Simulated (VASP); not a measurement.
A run of VASP 6.6.1:

The input POSCAR:

```
Te
1.0
    3.8202894285     -2.1482026000      0.0000000000
    3.8202894285      2.1482026000      0.0000000000
   -0.0942908673      0.0000000000      5.9760906531
Te
3
Direct
    0.6905533900      0.6905533900      0.6611905100
    0.3094466100      0.3094466100      0.3388094900
    0.0000000000      0.0000000000      0.0000000000
```

Contents of INCAR.step1:

```
PREC = Accurate
ENCUT = 520
ISMEAR = -5
SIGMA = 0.08
LREAL = F
LASPH = T
NELM = 100
NBANDS = 16
GGA = PE
ALGO = Normal
EDIFF = 1E-4
LWAVE = T
LCHARG = F
```

Contents of INCAR.step2:

```
PREC = Accurate
ENCUT = 520
EDIFF = 1E-7
ISMEAR = -1
SIGMA = 0.08
LREAL = F
LASPH = T
NELM = 100
ALGO = Normal
ISIF = 2
LWAVE = F
LCHARG = F
METAGGA = R2SCAN
LMIXTAU = T
LORBIT = 10
NBANDS = 16
ISTART = 1
```

File KPOINTS:

```
regular mesh
0
Gamma
  10 10 6
```

Potentials or basis: VASP PAW PBE potentials, release 64 (Te).

Launch:

```console
$ cat potpaw_PBE.64/Te/POTCAR > POTCAR
$ cp INCAR.step1 INCAR
$ mpirun -np 1 vasp_std > vasp.out
$ cp INCAR.step2 INCAR
$ mpirun -np 1 vasp_std > vasp.out
```

Hardware: 1 thread of Intel(R) Xeon(R) 6975P-C (Granite Rapids) (shared host).

Q: Estimate the wall time of this run.

A: It took 7 min on 1 thread of Intel(R) Xeon(R) 6975P-C (Granite Rapids) (shared host), peak memory 0.39 GiB. Counts: k points 172.
